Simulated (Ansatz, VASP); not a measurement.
## Two plane-wave programs on WS2

```
W S
1.0
     3.20674    0.00000    0.00000
    -1.60337    2.77712    0.00000
     0.00000    0.00000   12.34553
W S
2 4
Direct
  0.29009 0.66667 0.74993
  0.70991 0.33333 0.25007
  0.37607 0.66667 0.12038
  0.62394 0.33333 0.62024
  0.37606 0.66667 0.37976
  0.62393 0.33333 0.87962
```

Change from the starting cell: mode 4 frozen in at -0.136 Å, equal normal strain along x, y and z +0.0167.

Alike in both runs: task single point; functional PBE; dispersion D3(BJ); k mesh 12 × 12 × 4; occupations gaussian, width 0.05 eV; no spin polarisation.

|  | VASP | Ansatz |
| --- | --- | --- |
| version | VASP 6.6.1 | Ansatz 0.2.0 |
| potentials or method | VASP PAW PBE potentials, release 64 (W_sv, S), cutoff 520 eV | scalar-relativistic, plane waves, PAW |
| valence electrons in the cell | 52 | 52 |

Ansatz gave:

```
gap on the k mesh at the Fermi level (eV)                     : 0.93
least direct gap on the mesh (eV)                             : 1.72
pressure (GPa)                                                : -7.5
traceless stress, the component that is largest in VASP (GPa) : -0.46
rms of the force components (eV/Å)                            : 0.387
```

Task: What did VASP give for the same quantities?

Result: gap on the k mesh at the Fermi level (eV): 0.95; least direct gap on the mesh (eV): 1.73; pressure (GPa): -7.5; traceless stress, the component that is largest in VASP (GPa): -0.45; rms of the force components (eV/Å): 0.386.

Atom by atom the forces differ by 0.001 eV/Å (rms over components).

Spin-orbit coupling is off throughout.
